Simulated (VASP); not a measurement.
Write the native input for VASP 6.6.1 that does the following.

- Task: single point
- Functional: PBEsol
- Potentials or basis: VASP PAW PBE potentials, release 64 (Ge_d, Pt)
- Cutoff: 520 eV
- k mesh: 3 × 3 × 2, shifted
- Occupations: gaussian, width 0.1 eV
- Spin: no spin polarisation
- Dipole correction: no
- Further INCAR settings: LREAL = Auto; ALGO = Normal; EDIFF = 1e-06; NBANDS = 104; ISYM = 0

The structure of Ge8Pt7 lies in POSCAR:

```
Ge8Pt7
1.0
    5.5840179383     -3.6640131879     -0.0020517928
   -5.5829772880     -3.6623995871      0.0028618469
    0.0020876997      3.6638730618     -6.1286236968
Ge Pt
8 7
Direct
    0.1718121804      0.9870728360      0.4065604900
    0.6781375658      0.5132462418      0.4423452116
    0.2345898251      0.9241691584      0.9087647789
    0.7381978332      0.4261918316      0.9103048235
    0.2581188910      0.5809909009      0.0864457215
    0.7671170237      0.0541985943      0.0707647715
    0.3515552327      0.5282681498      0.5927825243
    0.8177107262     -0.0048264354      0.5948748404
    0.2767431108      0.2782259831      0.7989056628
    0.0244642360      0.5252845496      0.3099261026
    0.5412482351      0.0411720636      0.3101315113
    0.4796846140      0.9712832768      0.6995412077
    0.9705029416      0.4750918221      0.6954300072
    0.2186896923      0.2202271203      0.1843566044
    0.7140998540      0.7152084822      0.1858917997
```

These files were run (other wordings do the same):

INCAR

```
SYSTEM = Ge8Pt7
PREC = Accurate
ENCUT = 520
EDIFF = 1E-6
ISMEAR = 0
SIGMA = 0.1
LREAL = Auto
LASPH = .TRUE.
NELM = 80
ALGO = Normal
ISIF = 2
LWAVE = .FALSE.
LCHARG = .FALSE.
GGA = PS
ISYM = 0
NBANDS = 104
```

KPOINTS

```
Automatic mesh
0
Gamma
  3 3 2
  0 0 0.5
```

Potentials or basis: VASP PAW PBE potentials, release 64 (Ge_d, Pt).

The run is started by

```bash
$ cat potpaw_PBE.64/Ge_d/POTCAR potpaw_PBE.64/Pt/POTCAR > POTCAR
$ mpirun -np 1 vasp_std > vasp.out
```

Results of the run:

```json
{
 "Pressure": "0.0 GPa",
 "Largest force": "0.035 eV/Å"
}
```

Caveat: the k points lie up to 0.48 Å⁻¹ apart; the PAW data sets were made with another functional, which shifts forces and pressure a little.

It took 16 min on 1 thread of Intel Xeon 8259CL, with other jobs on the host, peak memory 0.44 GiB.
